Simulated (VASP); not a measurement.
Input of a VASP 6.6.1 run:

File INCAR:

```
PREC = Accurate ; ENCUT = 520
EDIFF = 1E-6 ; ISMEAR = 0
SIGMA = 0.02 ; LREAL = False
LASPH = True ; NELM = 80
ALGO = Normal ; ISIF = 2
LWAVE = False ; LCHARG = True
GGA = PS ; LELF = True
LVHAR = True ; NBANDS = 18
```

The input KPOINTS:

```
regular mesh
0
Gamma
  8 1 6
```

The input POSCAR:

```
P
1.0
    3.1365705565      0.0000000000      0.0000000000
    0.0000000000     33.3053833657      0.0000000000
    0.0000000000      0.0000000000      4.5969024814
P
4
Direct
    0.0000000000      0.9684104471      0.5854859011
    0.0000000000      0.0315895529      0.4145140989
    0.5000000000      0.0315895529      0.0854859011
    0.5000000000      0.9684104471      0.9145140989
```

Potentials or basis: VASP PAW PBE potentials, release 64 (P).

Launch:

```bash
$ cat potpaw_PBE.64/P/POTCAR > POTCAR
$ mpirun -np 1 vasp_std > vasp.out
```

(1) Predict the largest force.

(2) Predict the band gap on the k mesh.

## Answers

(1) 0.026 eV/Å.

(2) 0.65 eV, indirect (least direct gap 0.67 eV).

Caveat: the cell differs from its parent crystal (biaxial strain in the a-b plane: -4.5 %, then relaxed in part); the PAW data sets were made with another functional, which shifts forces and pressure a little.
